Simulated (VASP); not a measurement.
Here is a VASP 6.6.1 calculation.

INCAR

```
ALGO = Normal ; EDIFF = 1E-7
ENCUT = 520 ; GGA = PE
ISIF = 2 ; ISMEAR = -1
ISPIN = 2 ; LASPH = True
LCHARG = False ; LDAU = True
LDAUJ = 0 0 ; LDAUL = 2 -1
LDAUPRINT = 1 ; LDAUTYPE = 2
LDAUU = 4 0 ; LMAXMIX = 4
LORBIT = 11 ; LREAL = False
LWAVE = False ; MAGMOM = 4.5 4.5 0 0
NBANDS = 31 ; NELM = 150
PREC = Accurate ; SIGMA = 0.05
```

The input KPOINTS:

```
k-points
0
Gamma
  4 8 8
```

POSCAR

```
MnO
1.0
    0.0000000000      4.4460000000      4.4460000000
    2.2230000000      0.0000000000      2.2230000000
    2.2230000000      2.2230000000      0.0000000000
Mn O
2 2
Direct
    0.0000000000      0.0000000000      0.0000000000
    0.5000000000      0.0000000000      0.0000000000
    0.2500000000      0.5000000000      0.5000000000
    0.7500000000      0.5000000000      0.5000000000
```

Potentials or basis: VASP PAW PBE potentials, release 64 (Mn_pv, O).

Command:

```sh
$ cat potpaw_PBE.64/Mn_pv/POTCAR potpaw_PBE.64/O/POTCAR > POTCAR
$ mpirun -np 1 vasp_std > vasp.out
```

Q: Predict the pressure.

A: 7.7 GPa.

Q: Estimate the band gap on the k mesh.

A: 0.23 eV.

Q: What does it give for the net moment?

A: 10.00 μB per cell.

Q: What does it give for the site moments?

A: Mn +4.62; O +0.15 μB.

Eigenvalues of the final occupation matrices:
| site | spin | trace | eigenvalues |
| --- | --- | --- | --- |
| site 1 d | 1 | 4.78 | 0.94 0.94 0.94 0.98 0.98 |
| site 1 d | 2 | 0.20 | 0.02 0.02 0.02 0.07 0.07 |
| site 2 d | 1 | 4.78 | 0.94 0.94 0.94 0.98 0.98 |
| site 2 d | 2 | 0.20 | 0.02 0.02 0.02 0.07 0.07 |

Caveat: the cell stands under pressure; semilocal functionals underestimate gaps, and a narrow one can read as zero; the run started ferromagnetic, and an antiferromagnetic order may lie lower in energy. The state reached can hang on the start; a lower one may exist.
